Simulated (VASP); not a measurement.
Wanted: the native input for a VASP 6.6.1 run.

```yaml
Task: single point
Functional: PBE
Potentials_or_basis: VASP PAW PBE potentials, release 64 (Zr_sv, Al, N)
Cutoff: 520 eV
k_mesh: 8 × 8 × 8
Occupations: gaussian, width 0.1 eV
Spin: no spin polarisation
Dipole_correction: no
Further_INCAR_settings: ALGO = Normal; EDIFF = 1e-06; NBANDS = 40
```

The structure of Zr2Al3N5 lies in POSCAR:

```
Zr2Al3N5
1.0
   -1.6715906800      1.6715906800     11.8199310800
    1.6715906800     -1.6715906800     11.8199310800
    1.6715906800      1.6715906800    -11.8199310800
Zr Al N
2 3 5
Direct
    0.9000000000      0.9000000000      0.0000000000
    0.1000000000      0.1000000000      0.0000000000
    0.7000000000      0.7000000000      0.0000000000
    0.3000000000      0.3000000000      0.0000000000
    0.5000000000      0.5000000000      0.0000000000
    0.6000000000      0.6000000000      0.0000000000
    0.2000000000      0.2000000000      0.0000000000
    0.8000000000      0.8000000000      0.0000000000
    0.4000000000      0.4000000000      0.0000000000
    0.0000000000      0.0000000000      0.0000000000
```

One way to write it, as run:

INCAR

```
ALGO = Normal
EDIFF = 1E-6
ENCUT = 520
GGA = PE
ISIF = 2
ISMEAR = 0
LASPH = True
LCHARG = False
LREAL = False
LWAVE = False
NBANDS = 40
NELM = 60
PREC = Accurate
SIGMA = 0.1
```

KPOINTS

```
k-points
0
Gamma
  8 8 8
```

Potentials or basis: VASP PAW PBE potentials, release 64 (Zr_sv, Al, N).

Run with:

```console
$ cat potpaw_PBE.64/Zr_sv/POTCAR potpaw_PBE.64/Al/POTCAR potpaw_PBE.64/N/POTCAR > POTCAR
$ mpirun -np 1 vasp_std > vasp.out
```

It gave:

```json
{
  "Pressure": "-30.1 GPa",
  "Largest force": "0.695 eV/Å",
  "Band gap on the k mesh": "zero (bands 29 and 30 overlap by 3.61 eV)"
}
```

Caveat: the cell stands under tension.

Run time: 76 min on 1 thread of Intel(R) Xeon(R) Platinum 8259CL CPU @ 2.50GHz (Skylake/Cascade Lake), on a shared host, peak memory 1.4 GiB.
